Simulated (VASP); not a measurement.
# TiNi (P4/mmm) in VASP: single point with r2SCAN

Aim: the single point of TiNi with r2SCAN.

Program: VASP 6.6.1. These are calculated values, not measurements. Logs are shortened: lines on timing, memory, paths and dates and some standing lists are left out, and cuts for length are marked.

## 1. The cell of the first run

It takes space group P4/mmm (No. 123, tetragonal). Conventional cell: a = 2.736 Å, b = 2.736 Å, c = 3.581 Å, α = 90.00°, β = 90.00°, γ = 90.00°. Within 3.5 Å of Ti (site symmetry 4/mmm) lie 8 Ni at 2.64 Å and 4 Ti at 2.74 Å. Ni (site symmetry 4/mmm) has 8 Ti at 2.64 Å and 4 Ni at 2.74 Å within 3.5 Å.

## 2. Single point, r2SCAN, collinear spin, ferromagnetic start

The input, POSCAR:

```
TiNi
1.0
    2.7358030000      0.0000000000      0.0000000000
    0.0000000000      2.7358030000      0.0000000000
    0.0000000000      0.0000000000      3.5814100000
Ti Ni
1 1
Direct
    0.5000000000      0.5000000000      0.5000000000
    0.0000000000      0.0000000000      0.0000000000
```

The input, INCAR.step1:

```
  PREC = Accurate
  ENCUT = 520
  ISMEAR = -1
  SIGMA = 0.15
  LREAL = False
  LASPH = True
  NELM = 150
  ISPIN = 2
  MAGMOM = 0.97 0.7
  NUPDOWN = 1.8
  LMAXMIX = 4
  NBANDS = 22
  GGA = PE
  ALGO = Normal
  EDIFF = 1E-4
  LWAVE = True
  LCHARG = False
```

The input, INCAR.step2:

```
  PREC = Accurate
  ENCUT = 520
  EDIFF = 1E-6
  ISMEAR = -1
  SIGMA = 0.15
  LREAL = False
  LASPH = True
  NELM = 150
  ALGO = Normal
  ISIF = 2
  LWAVE = False
  LCHARG = False
  ISPIN = 2
  MAGMOM = 0.97 0.7
  LORBIT = 11
  NUPDOWN = 1.8
  LMAXMIX = 4
  METAGGA = R2SCAN
  LMIXTAU = True
  NBANDS = 22
  ISTART = 1
```

The input, KPOINTS:

```
Automatic mesh
0
Gamma
  12 12 9
```

Potentials or basis: VASP PAW PBE potentials, release 64 (Ti_sv, Ni).

Command:

```bash
$ cat potpaw_PBE.64/Ti_sv/POTCAR potpaw_PBE.64/Ni/POTCAR > POTCAR
$ cp INCAR.step1 INCAR
$ mpirun -np 1 vasp_std > vasp.out
$ cp INCAR.step2 INCAR
$ mpirun -np 1 vasp_std > vasp.out
```

OUTCAR:

```text
PREC = Accurate
   ENCUT = 520
   EDIFF = 1E-6
   ISMEAR = -1
   LREAL = False
   LASPH = True
   NELM = 150
   ISIF = 2
   ISPIN = 2
   LORBIT = 11
   NUPDOWN = 1.8
   METAGGA = R2SCAN
   ISTART = 1

 ion  position               nearest neighbor table
   1  0.500  0.500  0.500-   2 2.64   2 2.64   2 2.64   2 2.64   2 2.64   2 2.64   2 2.64   2 2.64

   2  0.000  0.000  0.000-   1 2.64   1 2.64   1 2.64   1 2.64   1 2.64   1 2.64   1 2.64   1 2.64

  LATTYP: Found a simple tetragonal cell.
 ALAT       =     2.7358030000
 C/A-ratio  =     1.3090891413

  Lattice vectors:

 A1 = (   2.7358030000,   0.0000000000,   0.0000000000)
 A2 = (   0.0000000000,   2.7358030000,   0.0000000000)
 A3 = (   0.0000000000,   0.0000000000,   3.5814100000)

Analysis of symmetry for initial positions (statically):
=====================================================================
 Subroutine PRICEL returns:
 Original cell was already a primitive cell.

 Routine SETGRP: Setting up the symmetry group for a
 simple tetragonal supercell.

 Subroutine GETGRP returns: Found 16 space group operations
 (whereof 16 operations were pure point group operations)
 out of a pool of 16 trial point group operations.

The static configuration has the point symmetry D_4h.

Analysis of symmetry for dynamics (positions and initial velocities):
=====================================================================
 Subroutine PRICEL returns:
 Original cell was already a primitive cell.

 Routine SETGRP: Setting up the symmetry group for a
 simple tetragonal supercell.

 Subroutine GETGRP returns: Found 16 space group operations
 (whereof 16 operations were pure point group operations)
 out of a pool of 16 trial point group operations.

The dynamic configuration has the point symmetry D_4h.

Analysis of structural, dynamic, and magnetic symmetry:
=====================================================================
 Subroutine PRICEL returns:
 Original cell was already a primitive cell.

 Routine SETGRP: Setting up the symmetry group for a
 simple tetragonal supercell.

 Subroutine GETGRP returns: Found 16 space group operations
 (whereof 16 operations were pure point group operations)
 out of a pool of 16 trial point group operations.

The overall configuration has the point symmetry D_4h.

 Subroutine INISYM returns: Found 16 space group operations
 (whereof 16 operations are pure point group operations),
 and found     1 'primitive' translations

----------------------------------------------------------------------------------------

                                     Primitive cell

  volume of cell :      26.8055

  direct lattice vectors                    reciprocal lattice vectors
     2.735803000  0.000000000  0.000000000     0.365523395  0.000000000  0.000000000
     0.000000000  2.735803000  0.000000000     0.000000000  0.365523395  0.000000000
     0.000000000  0.000000000  3.581410000     0.000000000  0.000000000  0.279219637

  length of vectors
     2.735803000  2.735803000  3.581410000     0.365523395  0.365523395  0.279219637

  position of ions in fractional coordinates (direct lattice)
     0.500000000  0.500000000  0.500000000
     0.000000000  0.000000000  0.000000000

  ion indices of the primitive-cell ions
   primitive index   ion index
                 1           1
                 2           2

----------------------------------------------------------------------------------------

 KPOINTS: Automatic mesh

Automatic generation of k-mesh.
 Grid dimensions read from file:
 generate k-points for:   12   12    9

 Generating k-lattice:

  Cartesian coordinates                     Fractional coordinates (reciprocal lattice)
     0.030460283  0.000000000  0.000000000     0.083333333  0.000000000  0.000000000
     0.000000000  0.030460283  0.000000000     0.000000000  0.083333333  0.000000000
     0.000000000  0.000000000  0.031024404     0.000000000  0.000000000  0.111111111

  Length of vectors
     0.030460283  0.030460283  0.031024404

  Shift w.r.t. Gamma in fractional coordinates (k-lattice)
     0.000000000  0.000000000  0.000000000

 Subroutine IBZKPT returns following result:
 ===========================================

 Found    140 irreducible k-points:

 Following reciprocal coordinates:
            Coordinates               Weight
  0.000000  0.000000  0.000000      1.000000
  0.083333  0.000000  0.000000      4.000000
  0.166667  0.000000  0.000000      4.000000
  0.250000  0.000000  0.000000      4.000000
  0.333333  0.000000  0.000000      4.000000
  0.416667  0.000000  0.000000      4.000000
[... 16 lines left out ...]
  0.333333  0.333333  0.000000      4.000000
  0.416667  0.333333  0.000000      8.000000
 [... further k-points ...]
   k-points           NKPTS =    140   k-points in BZ     NKDIM =    140   number of bands    NBANDS=     22
   number of dos      NEDOS =    301   number of ions     NIONS =      2
   total plane-waves  NPLWV =  11200
   dimension x,y,z NGX =    20 NGY =   20 NGZ =   28
   dimension x,y,z NGXF=    40 NGYF=   40 NGZF=   56
   ions per type =               1   1
   NGX,Y,Z   is equivalent  to a cutoff of  12.15, 12.15, 13.00 a.u.
   NGXF,Y,Z  is equivalent  to a cutoff of  24.31, 24.31, 25.99 a.u.
 SYSTEM =  unknown system
   PREC   = accura    normal or accurate (medium, high low for compatibility)
   ISTART =      1    job   : 0-new  1-cont  2-samecut
   ICHARG =      0    charge: 1-file 2-atom 10-const
   ISPIN  =      2    spin polarized calculation?
   LNONCOLLINEAR =      F non collinear calculations
   LSORBIT =      F    spin-orbit coupling
   LASPH  =      T    aspherical Exc in radial PAW
   ENCUT  =  520.0 eV  38.22 Ry    6.18 a.u.   5.09  5.09  6.66*2*pi/ulx,y,z
   NELM   =    150;   NELMIN=  2; NELMDL=  0     # of ELM steps
   EDIFF  = 0.1E-05   stopping-criterion for ELM
   LREAL  =      F    real-space projection
   EDIFFG = 0.1E-04   stopping-criterion for IOM
   NSW    =      0    number of steps for IOM
   IBRION =     -1    ionic relax: 0-MD 1-quasi-New 2-CG
   NFREE  =      0    steps in history (QN), initial steepest desc. (CG)
   ISIF   =      2    stress and relaxation
   ISYM   =      2    0-nonsym 1-usesym 2-fastsym
   POTIM  = 0.5000    time-step for ionic-motion
   TEBEG  =    0.0;   TEEND  =   0.0 temperature during run
   PSTRESS=    0.0 pullay stress
   NELECT =      22.0000    total number of electrons
   NUPDOWN=       1.8000    fix difference up-down
   EMIN   =  10.00;   EMAX   =-10.00  energy-range for DOS
   EFERMI =   0.00;   METHOD = LEGACY
   ISMEAR =    -1;   SIGMA  =   0.15  broadening in eV -4-tet -1-fermi 0-gaus
   EFERMI_NEDOS =   21; number of points for ismear=-14 and -15
   IALGO  =     38    algorithm
   IMIX   =      4    mixing-type and parameters
     AMIX     =   0.40;   BMIX     =  1.00
     AMIX_MAG =   1.60;   BMIX_MAG =  1.00
  volume/ion in A,a.u.               =      13.40        90.45
  Fermi-wavevector in a.u.,A,eV,Ry     =   1.532761  2.896499 31.964941  2.349357
  Thomas-Fermi vector in A             =   2.639922
   LORBIT       =     11    0 simple, 1 ext, 2 COOP (PROOUT), +10 PAW based schemes
   METAGGA = R2SCAN    functional components
   LHFCALC =     F    Hartree Fock is set to
   AEXX    =    0.0000 exact exchange contribution
   IVDW    =     0    specifies the selected vdW correction
   LEPSILON=     F    determine dielectric tensor
   LRPA    =     F    only Hartree local field effects (RPA)
 spin polarized calculation
  energy-cutoff  :      520.00
  volume of cell :       26.81
 maximum number of plane-waves:       738
   NGX = 11   NGY = 11   NGZ = 13

 number of electron      22.0000032 magnetization       1.8000007

 Free energy of the ion-electron system (eV)
  ---------------------------------------------------
  ext. energy  EPLUGINS =         0.00000000
  ---------------------------------------------------
  free energy    TOTEN  =       -25.44120074 eV

  energy without entropy =      -25.32080745  energy(sigma->0) =      -25.38100410

 E-fermi :   8.8953     XC(G=0): -13.4831

 val. band max:        9.5462729029   @ k =   0.4167   0.2500   0.1111
 cond. band min:       8.8993565575   @ k =   0.4167   0.4167   0.1111
 fundamental gap:     -0.6469163454
 Fermi energy:         9.5477544747

 spin component 1

 k-point     1 :       0.0000    0.0000    0.0000
  band No.  band energies     occupation
      1     -50.2272      1.00000
      2     -25.3912      1.00000
      3     -25.1173      1.00000
      4     -25.1173      1.00000
      5       1.0425      1.00000
      6       4.7659      1.00000
[... 14 lines left out ...]
     21      28.6607      0.00000
     22      30.6152      0.00000
[... 552 lines left out ...]
  band No.  band energies     occupation
      1     -50.0771      1.00000
      2     -25.6819      1.00000
      3     -25.5484      1.00000
      4     -25.2635      1.00000
      5       4.7558      1.00000
      6       5.4198      1.00000
[... 14 lines left out ...]
     21      24.7833      0.00000
     22      25.5029      0.00000

 [... further k-points ...]

 spin component 2

 k-point     1 :       0.0000    0.0000    0.0000
  band No.  band energies     occupation
      1     -49.1298      1.00000
      2     -24.4681      1.00000
      3     -23.9542      1.00000
      4     -23.9542      1.00000
      5       1.5335      1.00000
      6       5.7655      1.00000
[... 14 lines left out ...]
     21      29.4584      0.00000
     22      31.4407      0.00000
[... 552 lines left out ...]
  band No.  band energies     occupation
      1     -48.9938      1.00000
      2     -24.4651      1.00000
      3     -24.3454      1.00000
      4     -24.3413      1.00000
      5       5.4272      1.00000
      6       5.8445      1.00000
[... 14 lines left out ...]
     21      25.9766      0.00000
     22      26.1628      0.00000

 [... further k-points ...]

------------------------ aborting loop because EDIFF is reached ----------------------------------------

  FORCE on cell =-STRESS in cart. coord.  units (eV):
  Direction    XX          YY          ZZ          XY          YZ          ZX
  --------------------------------------------------------------------------------------
  -------------------------------------------------------------------------------------
  Total        0.8549438      0.8549438     -0.6129492      0.0000000     -0.0000000      0.0000000
  in kB       51.1004209     51.1004209    -36.6362791      0.0000000     -0.0000000      0.0000000
  external PRESSURE =      21.8548543 kB  Pullay stress =       0.0000000 kB

 VOLUME and BASIS-vectors are now :
 -----------------------------------------------------------------------------
  energy-cutoff  :      520.00
  volume of cell :       26.81
      direct lattice vectors                 reciprocal lattice vectors
     2.735803000  0.000000000  0.000000000     0.365523395  0.000000000  0.000000000
     0.000000000  2.735803000  0.000000000     0.000000000  0.365523395  0.000000000
     0.000000000  0.000000000  3.581410000     0.000000000  0.000000000  0.279219637

 POSITION                                       TOTAL-FORCE (eV/Angst)
 -----------------------------------------------------------------------------------
      1.36790      1.36790      1.79070         0.000000      0.000000      0.000000
      0.00000      0.00000      0.00000         0.000000      0.000000      0.000000
 -----------------------------------------------------------------------------------
    total drift:                               -0.000000      0.000000      0.000000

  FREE ENERGIE OF THE ION-ELECTRON SYSTEM (eV)
  ---------------------------------------------------
  free  energy   TOTEN  =       -25.4412007449 eV

  energy  without entropy=      -25.3208074534  energy(sigma->0) =      -25.38100410

 total charge

# of ion       s       p       d       tot
------------------------------------------
    1        2.233   6.161   1.894  10.288
    2        0.575   0.504   8.300   9.379
--------------------------------------------------
tot          2.808   6.664  10.194  19.667

 magnetization (x)

# of ion       s       p       d       tot
------------------------------------------
    1        0.025   0.048   0.868   0.940
    2        0.009   0.065   0.538   0.611
--------------------------------------------------
tot          0.033   0.112   1.406   1.551
```

Wall time 4 min (1 thread of AMD EPYC 9R45 (Zen 5), shared host); peak memory 0.21 GiB.

What came out:

```yaml
Free_energy: -25.4412 eV
Pressure: 2.2 GPa
Net_moment: 1.80 μB per cell
Site_moments: Ti +0.94; Ni +0.61 μB
Valence_electrons_inside_the_program's_atomic_spheres: Ti 10.29; Ni 9.38
```

Caveat: the PAW data sets were made with another functional, which shifts forces and pressure a little; the total moment is fixed, so each spin has its own Fermi level.
